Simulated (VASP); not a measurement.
Here is a VASP 6.6.1 calculation.

Contents of INCAR:

```
PREC = Accurate
ENCUT = 520
EDIFF = 1E-7
ISMEAR = 1
SIGMA = 0.1
LREAL = False
LASPH = True
NELM = 80
ALGO = Normal
ISIF = 2
LWAVE = False
LCHARG = True
GGA = PS
LELF = True
LVHAR = True
NBANDS = 18
```

Contents of KPOINTS:

```
regular mesh
0
Gamma
  9 9 6
```

The input POSCAR:

```
PtSe2
1.0
    3.7730056198      0.0000000000      0.0000000000
   -1.8865028099      3.2675191169      0.0000000000
    0.0000000000      0.0000000000      5.1286129021
Pt Se
1 2
Direct
    0.0000000000      0.0000000000      0.0000000000
    0.3333333333      0.6666666667      0.2500000000
    0.6666666667      0.3333333333      0.7500000000
```

Potentials or basis: VASP PAW PBE potentials, release 64 (Pt, Se).

Launch:

```sh
$ cat potpaw_PBE.64/Pt/POTCAR potpaw_PBE.64/Se/POTCAR > POTCAR
$ mpirun -np 1 vasp_std > vasp.out
```

(1) Estimate the pressure.

(2) Predict the band gap on the k mesh.

Answers

(1) -2.7 GPa.

(2) zero (band 11 reaches 6.27 eV, above the bottom of band 12 at 5.85 eV).

Caveat: the PAW data sets were made with another functional, which shifts forces and pressure a little; spin-orbit coupling is left out, which moves the levels of the heavy elements.
